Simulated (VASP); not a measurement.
# Si (P1) in VASP: notebook

Si is run at these levels: LDA; tasks: single point.

Everything below comes from runs of VASP 6.6.1. Logs are shortened: lines on timing, memory, paths and dates and some standing lists are left out, and cuts for length are marked.

### 1 The cell of the first run

The typed cell holds 16 atoms: a = 7.805 Å, b = 7.805 Å, c = 7.805 Å, α = 60.00°, β = 60.00°, γ = 60.00°.

### 2 Single point, LDA

INCAR reads:

```
  PREC = Accurate
  ENCUT = 520
  EDIFF = 1E-7
  ISMEAR = -1
  SIGMA = 0.36
  LREAL = Auto
  LASPH = T
  NELM = 100
  ALGO = Normal
  ISIF = 2
  LWAVE = F
  LCHARG = T
  GGA = CA
  LELF = T
  LVHAR = T
  NBANDS = 46
```

KPOINTS reads:

```
regular mesh
0
Gamma
  2 2 2
```

POSCAR reads:

```
Si
1.0
    0.0000000000      5.5190320000      5.5190320000
    5.5190320000      0.0000000000      5.5190320000
    5.5190320000      5.5190320000      0.0000000000
Si
16
Direct
   -0.0063507514     -0.0238357016      0.0246691811
    0.1378593203      0.1420629560      0.1182181948
    0.0500359483     -0.0330402143      0.4701458517
    0.1290262495      0.0977888876      0.6749915565
   -0.0178110944      0.4948331519      0.0177386179
    0.0999541224      0.6180522237      0.1457048990
   -0.0102916598      0.4883102689      0.5001239348
    0.0943462549      0.6007031668      0.6386083647
    0.5498699772      0.0540765120     -0.0691697385
    0.6107502185      0.1270422060      0.1336375654
    0.5046808933      0.0127830388      0.5070907362
    0.6823660381      0.1162341512      0.5818955208
    0.4679262595      0.4934379797      0.0553720290
    0.5961009104      0.6898311153      0.1108165345
    0.5047624294      0.5104699520      0.4877848144
    0.5964632928      0.6153434153      0.6476860435
```

Potentials or basis: VASP PAW LDA potentials, release 64 (Si).

Run with:

```bash
> cat potpaw_LDA.64/Si/POTCAR > POTCAR
> mpirun -np 1 vasp_std > vasp.out
```

OUTCAR:

```text
PREC = Accurate
   ENCUT = 520
   EDIFF = 1E-7
   ISMEAR = -1
   LREAL = Auto
   LASPH = T
   NELM = 100
   ISIF = 2
   GGA = CA

 ion  position               nearest neighbor table
   1  0.994  0.976  0.025-   4 2.23   6 2.28  10 2.45   2 2.59
   2  0.138  0.142  0.118-   5 2.26   3 2.28   1 2.59   9 2.65
   3  0.050  0.967  0.470-   2 2.28  12 2.35   8 2.39   4 2.69
   4  0.129  0.098  0.675-   1 2.23  11 2.42   7 2.52   3 2.69
   5  0.982  0.495  0.018-   2 2.26   6 2.35   8 2.43  14 2.50
   6  0.100  0.618  0.146-   7 2.26   1 2.28   5 2.35  13 2.36
[... 8 lines left out ...]
  15  0.505  0.510  0.488-  16 2.29  14 2.43  12 2.53   8 2.64
  16  0.596  0.615  0.648-  15 2.29   7 2.51  11 2.55  13 2.60

  LATTYP: Found a face centered cubic cell.
 ALAT       =    11.0380640000

  Lattice vectors:

 A1 = (   0.0000000000,   5.5190320000,   5.5190320000)
 A2 = (   5.5190320000,   0.0000000000,   5.5190320000)
 A3 = (   5.5190320000,   5.5190320000,   0.0000000000)

Analysis of symmetry for initial positions (statically):
=====================================================================
 Subroutine PRICEL returns:
 Original cell was already a primitive cell.

 Routine SETGRP: Setting up the symmetry group for a
 face centered cubic supercell.

 Subroutine GETGRP returns: Found  1 space group operations
 (whereof  1 operations were pure point group operations)
 out of a pool of 48 trial point group operations.

The static configuration has the point symmetry C_1 .

Analysis of symmetry for dynamics (positions and initial velocities):
=====================================================================
 Subroutine PRICEL returns:
 Original cell was already a primitive cell.

 Routine SETGRP: Setting up the symmetry group for a
 face centered cubic supercell.

 Subroutine GETGRP returns: Found  1 space group operations
 (whereof  1 operations were pure point group operations)
 out of a pool of 48 trial point group operations.

The dynamic configuration has the point symmetry C_1 .

 Subroutine INISYM returns: Found  1 space group operations
 (whereof  1 operations are pure point group operations),
 and found     1 'primitive' translations

----------------------------------------------------------------------------------------

                                     Primitive cell

  volume of cell :     336.2163

  direct lattice vectors                    reciprocal lattice vectors
     0.000000000  5.519032000  5.519032000    -0.090595597  0.090595597  0.090595597
     5.519032000  0.000000000  5.519032000     0.090595597 -0.090595597  0.090595597
     5.519032000  5.519032000  0.000000000     0.090595597  0.090595597 -0.090595597

  length of vectors
     7.805089906  7.805089906  7.805089906     0.156916177  0.156916177  0.156916177

  position of ions in fractional coordinates (direct lattice)
     0.993649249  0.976164298  0.024669181
     0.137859320  0.142062956  0.118218195
     0.050035948  0.966959786  0.470145852
     0.129026250  0.097788888  0.674991556
     0.982188906  0.494833152  0.017738618
     0.099954122  0.618052224  0.145704899
[... 8 lines left out ...]
     0.504762429  0.510469952  0.487784814
     0.596463293  0.615343415  0.647686044

  ion indices of the primitive-cell ions
   primitive index   ion index
                 1           1
                 2           2
                 3           3
                 4           4
                 5           5
                 6           6
[... 8 lines left out ...]
                15          15
                16          16

----------------------------------------------------------------------------------------

 KPOINTS: regular mesh

Automatic generation of k-mesh.
 Grid dimensions read from file:
 generate k-points for:    2    2    2

 Generating k-lattice:

  Cartesian coordinates                     Fractional coordinates (reciprocal lattice)
    -0.045297799  0.045297799  0.045297799     0.500000000  0.000000000  0.000000000
     0.045297799 -0.045297799  0.045297799     0.000000000  0.500000000  0.000000000
     0.045297799  0.045297799 -0.045297799     0.000000000  0.000000000  0.500000000

  Length of vectors
     0.078458089  0.078458089  0.078458089

  Shift w.r.t. Gamma in fractional coordinates (k-lattice)
     0.000000000  0.000000000  0.000000000

 Subroutine IBZKPT returns following result:
 ===========================================

 Found      8 irreducible k-points:

 Following reciprocal coordinates:
            Coordinates               Weight
  0.000000  0.000000  0.000000      1.000000
  0.500000  0.000000  0.000000      1.000000
  0.000000  0.500000  0.000000      1.000000
  0.000000  0.000000  0.500000      1.000000
  0.500000  0.500000  0.500000      1.000000
  0.500000  0.500000  0.000000      1.000000
  0.000000  0.500000  0.500000      1.000000
  0.500000  0.000000  0.500000      1.000000
   k-points           NKPTS =      8   k-points in BZ     NKDIM =      8   number of bands    NBANDS=     46
   number of dos      NEDOS =    301   number of ions     NIONS =     16
   total plane-waves  NPLWV = 216000
   dimension x,y,z NGX =    60 NGY =   60 NGZ =   60
   dimension x,y,z NGXF=   120 NGYF=  120 NGZF=  120
   ions per type =              16
   NGX,Y,Z   is equivalent  to a cutoff of  12.78, 12.78, 12.78 a.u.
   NGXF,Y,Z  is equivalent  to a cutoff of  25.56, 25.56, 25.56 a.u.
 SYSTEM =  unknown system
   PREC   = accura    normal or accurate (medium, high low for compatibility)
   ISTART =      0    job   : 0-new  1-cont  2-samecut
   ICHARG =      2    charge: 1-file 2-atom 10-const
   ISPIN  =      1    spin polarized calculation?
   LNONCOLLINEAR =      F non collinear calculations
   LSORBIT =      F    spin-orbit coupling
   LASPH  =      T    aspherical Exc in radial PAW
   ENCUT  =  520.0 eV  38.22 Ry    6.18 a.u.  14.51 14.51 14.51*2*pi/ulx,y,z
   NELM   =    100;   NELMIN=  2; NELMDL= -5     # of ELM steps
   EDIFF  = 0.1E-06   stopping-criterion for ELM
   LREAL  =      T    real-space projection
   EDIFFG = 0.1E-05   stopping-criterion for IOM
   NSW    =      0    number of steps for IOM
   IBRION =     -1    ionic relax: 0-MD 1-quasi-New 2-CG
   NFREE  =      0    steps in history (QN), initial steepest desc. (CG)
   ISIF   =      2    stress and relaxation
   ISYM   =      2    0-nonsym 1-usesym 2-fastsym
   POTIM  = 0.5000    time-step for ionic-motion
   TEBEG  =    0.0;   TEEND  =   0.0 temperature during run
   PSTRESS=    0.0 pullay stress
   NELECT =      64.0000    total number of electrons
   NUPDOWN=      -1.0000    fix difference up-down
   EMIN   =  10.00;   EMAX   =-10.00  energy-range for DOS
   EFERMI =   0.00;   METHOD = LEGACY
   ISMEAR =    -1;   SIGMA  =   0.36  broadening in eV -4-tet -1-fermi 0-gaus
   EFERMI_NEDOS =   21; number of points for ismear=-14 and -15
   IALGO  =     38    algorithm
   IMIX   =      4    mixing-type and parameters
     AMIX     =   0.40;   BMIX     =  1.00
     AMIX_MAG =   1.60;   BMIX_MAG =  1.00
  volume/ion in A,a.u.               =      21.01       141.81
  Fermi-wavevector in a.u.,A,eV,Ry     =   0.941735  1.779621 12.066521  0.886864
  Thomas-Fermi vector in A             =   2.069275
   LORBIT       =      0    0 simple, 1 ext, 2 COOP (PROOUT), +10 PAW based schemes
   GGA     = CA    functional components
   LHFCALC =     F    Hartree Fock is set to
   AEXX    =    0.0000 exact exchange contribution
   IVDW    =     0    specifies the selected vdW correction
   LEPSILON=     F    determine dielectric tensor
   LRPA    =     F    only Hartree local field effects (RPA)
 non-spin polarized calculation
  energy-cutoff  :      520.00
  volume of cell :      336.22
 maximum number of plane-waves:      9185
 NGX is ok and might be reduce to    60
   NGX = 29   NGY = 29   NGZ = 29

 number of electron      64.0000000 magnetization

 Free energy of the ion-electron system (eV)
  ---------------------------------------------------
  ext. energy  EPLUGINS =         0.00000000
  ---------------------------------------------------
  free energy    TOTEN  =       -91.28043797 eV

  energy without entropy =      -89.16574706  energy(sigma->0) =      -90.22309252

 E-fermi :   5.4775     XC(G=0):  -9.4534

 val. band max:        5.3109439592   @ k =   0.0000   0.0000   0.0000
 cond. band min:       5.5327416596   @ k =   0.0000   0.0000   0.0000
 fundamental gap:      0.2217977005
 Fermi energy:         5.4775146957

 k-point     1 :       0.0000    0.0000    0.0000
  band No.  band energies     occupation
      1      -6.4142      2.00000
      2      -4.5322      2.00000
      3      -4.2290      2.00000
      4      -3.9970      2.00000
      5      -3.9627      2.00000
      6      -2.7585      2.00000
[... 36 lines left out ...]
     43       7.4869      0.00750
     44       7.5852      0.00572

 k-point     2 :       0.5000    0.0000    0.0000
  band No.  band energies     occupation
      1      -5.7564      2.00000
      2      -5.6091      2.00000
      3      -4.1252      2.00000
      4      -3.9466      2.00000
      5      -3.7600      2.00000
      6      -3.6166      2.00000
[... 36 lines left out ...]
     43       8.8409      0.00018
     44       8.8837      0.00016

 k-point     3 :       0.0000    0.5000    0.0000
  band No.  band energies     occupation
      1      -5.7414      2.00000
      2      -5.5827      2.00000
      3      -4.1095      2.00000
      4      -4.0683      2.00000
      5      -3.8113      2.00000
      6      -3.6683      2.00000
[... 36 lines left out ...]
     43       8.7985      0.00020
     44       8.8715      0.00016

 k-point     4 :       0.0000    0.0000    0.5000
  band No.  band energies     occupation
      1      -5.7650      2.00000
      2      -5.5150      2.00000
      3      -4.1789      2.00000
      4      -4.0930      2.00000
      5      -3.8827      2.00000
      6      -3.7276      2.00000
[... 36 lines left out ...]
     43       8.8674      0.00016
     44       8.9213      0.00014

 k-point     5 :       0.5000    0.5000    0.5000
  band No.  band energies     occupation
      1      -5.7164      2.00000
      2      -5.6153      2.00000
      3      -4.1485      2.00000
      4      -3.9917      2.00000
      5      -3.7648      2.00000
      6      -3.6824      2.00000
[... 36 lines left out ...]
     43       8.6988      0.00026
     44       8.9118      0.00014

 k-point     6 :       0.5000    0.5000    0.0000
  band No.  band energies     occupation
      1      -5.6173      2.00000
      2      -5.1502      2.00000
      3      -4.7383      2.00000
      4      -4.5127      2.00000
      5      -4.2487      2.00000
      6      -4.1927      2.00000
[... 36 lines left out ...]
     43       9.2375      0.00006
     44       9.3436      0.00004

 k-point     7 :       0.0000    0.5000    0.5000
  band No.  band energies     occupation
      1      -5.4851      2.00000
      2      -5.3062      2.00000
      3      -4.8409      2.00000
      4      -4.4716      2.00000
      5      -4.2855      2.00000
      6      -4.0737      2.00000
[... 36 lines left out ...]
     43       9.1302      0.00008
     44       9.2726      0.00005

 k-point     8 :       0.5000    0.0000    0.5000
  band No.  band energies     occupation
      1      -5.4726      2.00000
      2      -5.3418      2.00000
      3      -4.7474      2.00000
      4      -4.5112      2.00000
      5      -4.2495      2.00000
      6      -4.1755      2.00000
[... 36 lines left out ...]
     43       9.2119      0.00006
     44       9.3718      0.00004
 [bands above 44 left out]

------------------------ aborting loop because EDIFF is reached ----------------------------------------

  FORCE on cell =-STRESS in cart. coord.  units (eV):
  Direction    XX          YY          ZZ          XY          YZ          ZX
  --------------------------------------------------------------------------------------
  -------------------------------------------------------------------------------------
  Total       -8.7536350     -8.0324373    -10.8180503      4.6029261     -2.3613126      0.9929423
  in kB      -41.7138508    -38.2771146    -51.5514453     21.9344047    -11.2524045      4.7316856
  external PRESSURE =     -43.8474702 kB  Pullay stress =       0.0000000 kB

 VOLUME and BASIS-vectors are now :
 -----------------------------------------------------------------------------
  energy-cutoff  :      520.00
  volume of cell :      336.22
      direct lattice vectors                 reciprocal lattice vectors
     0.000000000  5.519032000  5.519032000    -0.090595597  0.090595597  0.090595597
     5.519032000  0.000000000  5.519032000     0.090595597 -0.090595597  0.090595597
     5.519032000  5.519032000  0.000000000     0.090595597  0.090595597 -0.090595597

 POSITION                                       TOTAL-FORCE (eV/Angst)
 -----------------------------------------------------------------------------------
      5.52363      5.62013     10.87146         1.857425      0.255676      0.386257
      1.43650      1.41330      1.54490        -1.990634      0.065544     -0.134923
      7.93143      2.87090      5.61283         1.343024      1.191384     -0.174734
      4.26500      4.43740      1.25180        -1.575898     -1.935645      1.147491
      2.82890      5.51863      8.15173         0.581752     -1.400419      0.338113
      4.21520      1.35580      3.96270        -0.846476      0.082839      0.234442
[... 8 lines left out ...]
      5.50940      5.47790      5.60310        -0.281161     -0.684112     -0.920878
      6.97070      6.86650      6.68800         0.830323      0.856583      0.884221
 -----------------------------------------------------------------------------------
    total drift:                               -0.000536      0.004932     -0.003565

  FREE ENERGIE OF THE ION-ELECTRON SYSTEM (eV)
  ---------------------------------------------------
  free  energy   TOTEN  =       -91.2804379705 eV

  energy  without entropy=      -89.1657470605  energy(sigma->0) =      -90.22309252
```

It took 1.8 min on 1 thread of Intel Xeon Platinum 8488C (Sapphire Rapids), shared host; peak memory 0.37 GiB.

Results:

```
Free energy   : -91.2804 eV
Pressure      : -4.4 GPa
Largest force : 2.747 eV/Å
```

Forces on the atoms (eV/Å):
```
Si   1.857  0.256  0.386
Si  -1.991  0.066 -0.135
Si   1.343  1.191 -0.175
Si  -1.576 -1.936  1.147
Si   0.582 -1.400  0.338
Si  -0.846  0.083  0.234
Si   0.555  0.423 -2.047
Si   0.088  1.184  1.580
Si   0.569 -0.510 -2.438
Si   0.690  1.320  0.904
Si  -0.795  0.019 -1.494
Si   0.403 -0.990  1.051
Si  -0.529 -0.764  1.466
Si  -0.900  0.887 -0.781
Si  -0.281 -0.684 -0.921
Si   0.830  0.857  0.884
```

Levels at points of the mesh, in eV from the Fermi level:
| k point | band 30 | band 31 | band 32 | band 33 | band 34 | band 35 |
| --- | --- | --- | --- | --- | --- | --- |
| (0.00, 0.00, 0.00) | -0.33 | -0.17 | 0.06 | 0.19 | 0.22 | 0.27 |
| (0.50, 0.00, 0.00) | -0.96 | -0.68 | -0.45 | 0.69 | 0.77 | 0.84 |
| (0.00, 0.50, 0.00) | -0.85 | -0.61 | -0.38 | 0.63 | 0.83 | 1.00 |
| (0.00, 0.00, 0.50) | -0.89 | -0.64 | -0.36 | 0.58 | 0.99 | 1.19 |
| (0.50, 0.50, 0.50) | -0.85 | -0.65 | -0.48 | 0.72 | 0.87 | 0.99 |
| (0.50, 0.50, 0.00) | -1.24 | -1.08 | -0.98 | 0.54 | 0.82 | 1.54 |
| (0.00, 0.50, 0.50) | -1.25 | -1.14 | -1.05 | 0.81 | 0.87 | 1.55 |
| (0.50, 0.00, 0.50) | -1.30 | -1.15 | -1.03 | 0.77 | 0.88 | 1.62 |

Caveat: the k points lie up to 0.49 Å⁻¹ apart; forces of over 1 eV/Å act on the atoms, so gaps and moduli don't describe the material at rest.

### 3 Single point, LDA

INCAR reads:

```
SYSTEM = Si
PREC = Accurate
ENCUT = 520
EDIFF = 1E-6
ISMEAR = -1
SIGMA = 0.36
LREAL = Auto
LASPH = .True.
NELM = 100
ALGO = Normal
ISIF = 2
LWAVE = .False.
LCHARG = .False.
NBANDS = 46
```

KPOINTS reads:

```
regular mesh
0
Gamma
  2 2 2
  0 0 0
```

POSCAR reads:

```
Si
1.0
    0.0000000000      5.5190320000      5.5190320000
    5.5190320000      0.0000000000      5.5190320000
    5.5190320000      5.5190320000      0.0000000000
Si
16
Direct
   -0.0178110944      0.0000362382      0.0718785468
    0.1993646712      0.1015757836      0.0853410526
    0.1097203278     -0.0529531266      0.4627351318
    0.1632895044      0.0472909017      0.6335168921
   -0.0633716202      0.5609588783     -0.0123481799
    0.0805123072      0.6462636926      0.1362829569
   -0.0366730977      0.5232982885      0.5029867556
    0.1659439554      0.5939900330      0.6148994969
    0.5136679766      0.0783742511     -0.0742068537
    0.5967984965      0.1679914159      0.1373701040
    0.5223017370     -0.0187532886      0.5351119544
    0.6785338443      0.1651648333      0.5262426454
    0.4728637196      0.5422237088      0.0213171440
    0.5824028562      0.7119726793      0.1549184712
    0.5017727746      0.5170834306      0.4932930267
    0.6036656428      0.6348848856      0.6624621854
```

Potentials or basis: VASP PAW LDA potentials, release 64 (Si).

Run with:

```bash
> cat potpaw_LDA.64/Si/POTCAR > POTCAR
> mpirun -np 1 vasp_std > vasp.out
```

Wall time 1.8 min (1 thread of Intel Xeon Platinum 8488C (Sapphire Rapids), shared host); peak memory 0.38 GiB.

Results (log left out):

- Free energy: -88.1802 eV
- Pressure: -2.1 GPa
- Largest force: 4.021 eV/Å
- Band gap on the k mesh: zero (band 32 reaches 5.51 eV, above the bottom of band 33 at 5.43 eV)

Forces in eV/Å, atoms in the order of the input:
```
Si  -0.735 -1.849 -0.150
Si   2.913 -1.467 -2.279
Si  -0.918 -2.780 -0.870
Si   3.488  1.388  1.440
Si  -1.052  1.420  0.645
Si  -0.759  0.365  0.183
Si  -0.859  1.679  0.197
Si   1.448 -1.865 -2.826
Si  -1.591  1.981  2.887
Si  -0.442  0.658 -0.045
Si   0.004 -2.265  0.576
Si   0.049  2.037  0.206
Si   1.165  0.447 -0.578
Si  -1.520 -1.914  0.315
Si   0.122  2.089  1.033
Si  -1.313  0.075 -0.732
```

Stress tensor (GPa, compression positive):
```
-2.96 -1.17 -0.38
-1.17 -3.24  1.48
-0.38  1.48 -0.20
```

Levels at points of the mesh, in eV from the Fermi level:
```
           k point  band 29  band 30  band 31  band 32  band 33  band 34  band 35  band 36
(0.00, 0.00, 0.00)    -0.66    -0.32    -0.22    -0.07     0.20     0.22     0.37     0.42
(0.50, 0.00, 0.00)    -0.97    -0.75    -0.69     0.09     0.50     0.68     0.90     0.93
(0.00, 0.50, 0.00)    -1.26    -1.18    -0.48    -0.39     0.25     0.45     0.95     0.97
(0.00, 0.00, 0.50)    -1.12    -0.78    -0.36    -0.18     0.01     0.55     0.99     1.02
(0.50, 0.50, 0.50)    -1.43    -0.55    -0.33    -0.24     0.32     0.68     0.80     0.98
(0.50, 0.50, 0.00)    -1.37    -0.95    -0.65    -0.54     0.44     0.54     1.39     1.44
(0.00, 0.50, 0.50)    -1.45    -1.03    -0.86    -0.61     0.56     0.61     1.24     1.50
(0.50, 0.00, 0.50)    -1.56    -0.96    -0.77    -0.52     0.54     0.78     1.44     1.66
```

Caveat: the k points lie up to 0.49 Å⁻¹ apart; forces of over 1 eV/Å act on the atoms, so gaps and moduli don't describe the material at rest.

(Part 1 of 2 ends here.)
